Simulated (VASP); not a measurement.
Here is a VASP 6.6.1 calculation.

File INCAR:

```
ALGO = Normal
DIPOL = 0.5 0.5 0.408
EDIFF = 1E-6
ENCUT = 520
GGA = PE
IDIPOL = 3
ISIF = 2
ISMEAR = 0
IVDW = 12
LASPH = True
LCHARG = False
LDIPOL = True
LREAL = False
LWAVE = False
NBANDS = 48
NELM = 60
PREC = Accurate
SIGMA = 0.05
```

File KPOINTS:

```
k-points
0
Gamma
  9 9 1
```

File POSCAR:

```
InSe
1.0
    4.0266104108      0.0000000000      0.0000000000
   -2.0133052054      3.4871469069      0.0000000000
    0.0000000000      0.0000000000     28.2707105452
Se In
4 4
Direct
    0.0000000000      0.0000000000      0.1591753413
    0.0000000000      0.0000000000      0.3496677332
    0.0000000000      0.0000000000      0.4667500398
    0.0000000000      0.0000000000      0.6572424317
    0.6666666667      0.3333333333      0.2049979888
    0.6666666667      0.3333333333      0.3038451603
   -0.6666666667     -0.3333333333      0.5125726873
   -0.6666666667     -0.3333333333      0.6114198588
```

Potentials or basis: VASP PAW PBE potentials, release 64 (Se, In_d).

The run is started by

```sh
$ cat potpaw_PBE.64/Se/POTCAR potpaw_PBE.64/In_d/POTCAR > POTCAR
$ mpirun -np 1 vasp_std > vasp.out
```

(1) Predict the band gap on the k mesh.

(2) What does it give for the largest force?

## Answers

(1) 0.99 eV, indirect (least direct gap 1.06 eV).

(2) 0.195 eV/Å.

Caveat: spin-orbit coupling is left out, which moves the levels of the heavy elements.
